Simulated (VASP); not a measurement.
# TiO3 in VASP: single point with PBE

Aim: the single point of TiO3 with PBE.

Everything below comes from runs of VASP 6.6.1. Logs are shortened: lines on timing, memory, paths and dates and some standing lists are left out, and cuts for length are marked.

### Step 1. The cell of the first run

The cell holds a sublattice, 4 atoms: a = 3.905 Å, b = 3.905 Å, c = 3.905 Å, α = 90.00°, β = 90.00°, γ = 90.00°.

### Step 2. Single point, PBE, collinear spin, ferromagnetic start

File INCAR:

```
SYSTEM = TiO3
PREC     = Accurate       ! precision mode
ENCUT    = 520            ! plane-wave cutoff, eV
EDIFF    = 1E-6           ! SCF threshold, eV
ISMEAR   = 0              ! smearing method
SIGMA    = 0.1            ! smearing width, eV
LREAL    = .FALSE.        ! projectors in reciprocal space
LASPH    = .TRUE.         ! aspherical terms in the spheres
NELM     = 150            ! most SCF steps
ALGO     = Normal         ! electronic algorithm
ISIF     = 2              ! what is computed and relaxed
LWAVE    = .FALSE.        ! write WAVECAR
LCHARG   = .FALSE.        ! write CHGCAR
ISPIN    = 2              ! spin polarisation
MAGMOM   = 1 1 1 1        ! initial moments
LORBIT   = 11             ! projections on sites
LMAXMIX  = 4              ! l up to which the mixer works
GGA      = PE             ! functional
NBANDS   = 27             ! bands
```

File KPOINTS:

```
Automatic mesh
0
G
  6 6 6
  0 0 0
```

File POSCAR:

```
TiO3
1.0
    3.9052800000      0.0000000000      0.0000000000
    0.0000000000      3.9052800000      0.0000000000
    0.0000000000      0.0000000000      3.9052800000
Ti O
1 3
Direct
    0.0000000000      0.0000000000      0.0000000000
    0.5000000000      0.0000000000      0.0000000000
    0.0000000000      0.5000000000      0.0000000000
    0.0000000000      0.0000000000      0.5000000000
```

Potentials or basis: VASP PAW PBE potentials, release 64 (Ti_sv, O).

Started as:

```console
$ cat potpaw_PBE.64/Ti_sv/POTCAR potpaw_PBE.64/O/POTCAR > POTCAR
$ mpirun -np 1 vasp_std > vasp.out
```

OUTCAR:

```text
SYSTEM = TiO3
   PREC = Accurate
   ENCUT = 520
   EDIFF = 1E-6
   ISMEAR = 0
   LREAL = .FALSE.
   LASPH = .TRUE.
   NELM = 150
   ISIF = 2
   ISPIN = 2
   LORBIT = 11
   GGA = PE

 ion  position               nearest neighbor table
   1  0.000  0.000  0.000-   2 1.95   3 1.95   4 1.95   4 1.95   3 1.95   2 1.95
   2  0.500  0.000  0.000-   1 1.95   1 1.95
   3  0.000  0.500  0.000-   1 1.95   1 1.95
   4  0.000  0.000  0.500-   1 1.95   1 1.95

  LATTYP: Found a simple cubic cell.
 ALAT       =     3.9052800000

  Lattice vectors:

 A1 = (   3.9052800000,   0.0000000000,   0.0000000000)
 A2 = (   0.0000000000,   3.9052800000,   0.0000000000)
 A3 = (   0.0000000000,   0.0000000000,   3.9052800000)

Analysis of symmetry for initial positions (statically):
=====================================================================
 Subroutine PRICEL returns:
 Original cell was already a primitive cell.

 Routine SETGRP: Setting up the symmetry group for a
 simple cubic supercell.

 Subroutine GETGRP returns: Found 48 space group operations
 (whereof 48 operations were pure point group operations)
 out of a pool of 48 trial point group operations.

The static configuration has the point symmetry O_h .

Analysis of symmetry for dynamics (positions and initial velocities):
=====================================================================
 Subroutine PRICEL returns:
 Original cell was already a primitive cell.

 Routine SETGRP: Setting up the symmetry group for a
 simple cubic supercell.

 Subroutine GETGRP returns: Found 48 space group operations
 (whereof 48 operations were pure point group operations)
 out of a pool of 48 trial point group operations.

The dynamic configuration has the point symmetry O_h .

Analysis of structural, dynamic, and magnetic symmetry:
=====================================================================
 Subroutine PRICEL returns:
 Original cell was already a primitive cell.

 Routine SETGRP: Setting up the symmetry group for a
 simple cubic supercell.

 Subroutine GETGRP returns: Found 48 space group operations
 (whereof 48 operations were pure point group operations)
 out of a pool of 48 trial point group operations.

The overall configuration has the point symmetry O_h .

 Subroutine INISYM returns: Found 48 space group operations
 (whereof 48 operations are pure point group operations),
 and found     1 'primitive' translations

----------------------------------------------------------------------------------------

                                     Primitive cell

  volume of cell :      59.5603

  direct lattice vectors                    reciprocal lattice vectors
     3.905280000  0.000000000  0.000000000     0.256063586  0.000000000  0.000000000
     0.000000000  3.905280000  0.000000000     0.000000000  0.256063586  0.000000000
     0.000000000  0.000000000  3.905280000     0.000000000  0.000000000  0.256063586

  length of vectors
     3.905280000  3.905280000  3.905280000     0.256063586  0.256063586  0.256063586

  position of ions in fractional coordinates (direct lattice)
     0.000000000  0.000000000  0.000000000
     0.500000000  0.000000000  0.000000000
     0.000000000  0.500000000  0.000000000
     0.000000000  0.000000000  0.500000000

  ion indices of the primitive-cell ions
   primitive index   ion index
                 1           1
                 2           2
                 3           3
                 4           4

----------------------------------------------------------------------------------------

 KPOINTS: Automatic mesh

Automatic generation of k-mesh.
 Grid dimensions read from file:
 generate k-points for:    6    6    6

 Generating k-lattice:

  Cartesian coordinates                     Fractional coordinates (reciprocal lattice)
     0.042677264  0.000000000  0.000000000     0.166666667  0.000000000  0.000000000
     0.000000000  0.042677264  0.000000000     0.000000000  0.166666667  0.000000000
     0.000000000  0.000000000  0.042677264     0.000000000  0.000000000  0.166666667

  Length of vectors
     0.042677264  0.042677264  0.042677264

  Shift w.r.t. Gamma in fractional coordinates (k-lattice)
     0.000000000  0.000000000  0.000000000

 Subroutine IBZKPT returns following result:
 ===========================================

 Found     20 irreducible k-points:

 Following reciprocal coordinates:
            Coordinates               Weight
  0.000000  0.000000  0.000000      1.000000
  0.166667  0.000000  0.000000      6.000000
  0.333333  0.000000  0.000000      6.000000
  0.500000  0.000000  0.000000      3.000000
  0.166667  0.166667  0.000000     12.000000
  0.333333  0.166667  0.000000     24.000000
[... 12 lines left out ...]
  0.500000  0.500000  0.333333      6.000000
  0.500000  0.500000  0.500000      1.000000
   k-points           NKPTS =     20   k-points in BZ     NKDIM =     20   number of bands    NBANDS=     27
   number of dos      NEDOS =    301   number of ions     NIONS =      4
   total plane-waves  NPLWV =  27000
   dimension x,y,z NGX =    30 NGY =   30 NGZ =   30
   dimension x,y,z NGXF=    60 NGYF=   60 NGZF=   60
   ions per type =               1   3
   NGX,Y,Z   is equivalent  to a cutoff of  12.77, 12.77, 12.77 a.u.
   NGXF,Y,Z  is equivalent  to a cutoff of  25.54, 25.54, 25.54 a.u.
 SYSTEM =  TiO3
   PREC   = accura    normal or accurate (medium, high low for compatibility)
   ISTART =      0    job   : 0-new  1-cont  2-samecut
   ICHARG =      2    charge: 1-file 2-atom 10-const
   ISPIN  =      2    spin polarized calculation?
   LNONCOLLINEAR =      F non collinear calculations
   LSORBIT =      F    spin-orbit coupling
   LASPH  =      T    aspherical Exc in radial PAW
   ENCUT  =  520.0 eV  38.22 Ry    6.18 a.u.   7.26  7.26  7.26*2*pi/ulx,y,z
   NELM   =    150;   NELMIN=  2; NELMDL= -5     # of ELM steps
   EDIFF  = 0.1E-05   stopping-criterion for ELM
   LREAL  =      F    real-space projection
   EDIFFG = 0.1E-04   stopping-criterion for IOM
   NSW    =      0    number of steps for IOM
   IBRION =     -1    ionic relax: 0-MD 1-quasi-New 2-CG
   NFREE  =      0    steps in history (QN), initial steepest desc. (CG)
   ISIF   =      2    stress and relaxation
   ISYM   =      2    0-nonsym 1-usesym 2-fastsym
   POTIM  = 0.5000    time-step for ionic-motion
   TEBEG  =    0.0;   TEEND  =   0.0 temperature during run
   PSTRESS=    0.0 pullay stress
   NELECT =      30.0000    total number of electrons
   NUPDOWN=      -1.0000    fix difference up-down
   EMIN   =  10.00;   EMAX   =-10.00  energy-range for DOS
   EFERMI =   0.00;   METHOD = LEGACY
   ISMEAR =     0;   SIGMA  =   0.10  broadening in eV -4-tet -1-fermi 0-gaus
   EFERMI_NEDOS =   21; number of points for ismear=-14 and -15
   IALGO  =     38    algorithm
   IMIX   =      4    mixing-type and parameters
     AMIX     =   0.40;   BMIX     =  1.00
     AMIX_MAG =   1.60;   BMIX_MAG =  1.00
  volume/ion in A,a.u.               =      14.89       100.48
  Fermi-wavevector in a.u.,A,eV,Ry     =   1.302556  2.461474 23.084354  1.696652
  Thomas-Fermi vector in A             =   2.433616
   LORBIT       =     11    0 simple, 1 ext, 2 COOP (PROOUT), +10 PAW based schemes
   GGA     = PE    functional components
   LHFCALC =     F    Hartree Fock is set to
   AEXX    =    0.0000 exact exchange contribution
   IVDW    =     0    specifies the selected vdW correction
   LEPSILON=     F    determine dielectric tensor
   LRPA    =     F    only Hartree local field effects (RPA)
 spin polarized calculation
 Gauss-broadening in eV      SIGMA  =   0.10
  energy-cutoff  :      520.00
  volume of cell :       59.56
 maximum number of plane-waves:      1628
 NGX is ok and might be reduce to    30
   NGX = 15   NGY = 15   NGZ = 15

 number of electron      30.0000004 magnetization       2.0000464

 Free energy of the ion-electron system (eV)
  ---------------------------------------------------
  ext. energy  EPLUGINS =         0.00000000
  ---------------------------------------------------
  free energy    TOTEN  =       -29.53260210 eV

  energy without entropy =      -29.51835457  energy(sigma->0) =      -29.52547833

 E-fermi :  -0.1536     XC(G=0):  -8.8799

 val. band max:       -0.2014000833   @ k =   0.1667   0.0000   0.0000
 cond. band min:      -0.1348662312   @ k =   0.0000   0.0000   0.0000
 fundamental gap:      0.0665338520
 Fermi energy:        -0.1536263933

 spin component 1

 k-point     1 :       0.0000    0.0000    0.0000
  band No.  band energies     occupation
      1     -56.3035      1.00000
      2     -32.5273      1.00000
      3     -32.5273      1.00000
      4     -32.5273      1.00000
      5     -17.9254      1.00000
      6     -17.1028      1.00000
[... 19 lines left out ...]
     26      16.4647      0.00000
     27      16.4647      0.00000
[... 546 lines left out ...]
      4     -32.5978      1.00000
      5     -16.6974      1.00000
      6     -16.6974      1.00000
[... 19 lines left out ...]
     26      14.4012      0.00000
     27      14.4012      0.00000
 Fermi energy:        -0.1536263933

 spin component 2

 k-point     1 :       0.0000    0.0000    0.0000
  band No.  band energies     occupation
      1     -56.5105      1.00000
      2     -32.7347      1.00000
      3     -32.7347      1.00000
      4     -32.7347      1.00000
      5     -16.8353      1.00000
      6     -15.9420      1.00000
[... 19 lines left out ...]
     26      16.9475      0.00000
     27      16.9475      0.00000
[... 547 lines left out ...]
      5     -15.5184      1.00000
      6     -15.5184      1.00000
[... 19 lines left out ...]
     26      14.9937      0.00000
     27      14.9937      0.00000

------------------------ aborting loop because EDIFF is reached ----------------------------------------

  FORCE on cell =-STRESS in cart. coord.  units (eV):
  Direction    XX          YY          ZZ          XY          YZ          ZX
  --------------------------------------------------------------------------------------
  -------------------------------------------------------------------------------------
  Total       -1.0363655     -1.0363655     -1.0363655      0.0000000      0.0000000     -0.0000000
  in kB      -27.8783463    -27.8783463    -27.8783463      0.0000000      0.0000000     -0.0000000
  external PRESSURE =     -27.8783463 kB  Pullay stress =       0.0000000 kB

 VOLUME and BASIS-vectors are now :
 -----------------------------------------------------------------------------
  energy-cutoff  :      520.00
  volume of cell :       59.56
      direct lattice vectors                 reciprocal lattice vectors
     3.905280000  0.000000000  0.000000000     0.256063586  0.000000000  0.000000000
     0.000000000  3.905280000  0.000000000     0.000000000  0.256063586  0.000000000
     0.000000000  0.000000000  3.905280000     0.000000000  0.000000000  0.256063586

 POSITION                                       TOTAL-FORCE (eV/Angst)
 -----------------------------------------------------------------------------------
      0.00000      0.00000      0.00000         0.000000      0.000000      0.000000
      1.95264      0.00000      0.00000         0.000000      0.000000      0.000000
      0.00000      1.95264      0.00000         0.000000      0.000000      0.000000
      0.00000      0.00000      1.95264         0.000000      0.000000      0.000000
 -----------------------------------------------------------------------------------
    total drift:                                0.000000      0.000000      0.000000

  FREE ENERGIE OF THE ION-ELECTRON SYSTEM (eV)
  ---------------------------------------------------
  free  energy   TOTEN  =       -29.5326020988 eV

  energy  without entropy=      -29.5183545680  energy(sigma->0) =      -29.52547833

 total charge

# of ion       s       p       d       tot
------------------------------------------
    1        2.221   6.299   1.719  10.239
    2        1.592   3.297   0.000   4.889
    3        1.592   3.297   0.000   4.889
    4        1.592   3.297   0.000   4.889
--------------------------------------------------
tot          6.996  16.189   1.719  24.904

 magnetization (x)

# of ion       s       p       d       tot
------------------------------------------
    1       -0.008  -0.010  -0.208  -0.226
    2        0.009   0.611   0.000   0.620
    3        0.009   0.611   0.000   0.620
    4        0.009   0.611   0.000   0.620
--------------------------------------------------
tot          0.019   1.822  -0.208   1.633
```

Run time: 36 s. Hardware: 1 thread of Intel Xeon 6975P-C (Granite Rapids), shared host; peak memory 0.21 GiB.

Results:

| Item | Value |
| --- | --- |
| Free energy | -29.5326 eV |
| Pressure | -2.8 GPa |
| Band gap on the k mesh | zero (filled and empty bands overlap) |
| Net moment | 2.00 μB per cell |
| Site moments | Ti -0.23; O +0.62 μB |
| Valence electrons inside the program's atomic spheres | Ti 10.24; O 4.89 |

Caveat: semilocal functionals often make such compounds metallic where correlation or magnetic order opens a gap, which also shifts bond lengths.
